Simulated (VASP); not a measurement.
CdSe:

```xyz
2
Lattice="0.0000 2.8429 2.8429 2.8429 0.0000 2.8429 2.8429 2.8429 0.0000" Properties=species:S:1:pos:R:3 pbc="T T T"
Cd    0.0000    0.0000    0.0000
Se    2.8429    2.8429    2.8429
```

Base run:

```yaml
Program: VASP 6.6.1
Functional: PBE
Potentials_or_basis: VASP PAW PBE potentials, release 64 (Cd, Se)
Cutoff: 500 eV
k_mesh: 6 × 6 × 6
Occupations: fermi-dirac, width 0.02 eV
Spin: no spin polarisation
```

Its results: pressure 2.1 GPa.

After a change of settings the same cell gave: pressure 0.4 GPa. Which change was it?
A. functional from PBE to PBEsol; k mesh from 6 × 6 × 6 to 4 × 4 × 4
B. functional from PBE to PBEsol; k mesh from 6 × 6 × 6 to 8 × 8 × 8
C. functional from PBE to r2SCAN; cutoff from 500 eV to 550 eV
D. spin from no spin polarisation to non-collinear spin, zero start, spin-orbit coupling; further incar settings from ALGO = Normal; EDIFF = 1e-06; NBANDS = 16 to ALGO = Normal; EDIFF = 1e-06; NBANDS = 30

C.

Caveats: the PAW data sets were made with another functional, which shifts forces and pressure a little (at least some runs).
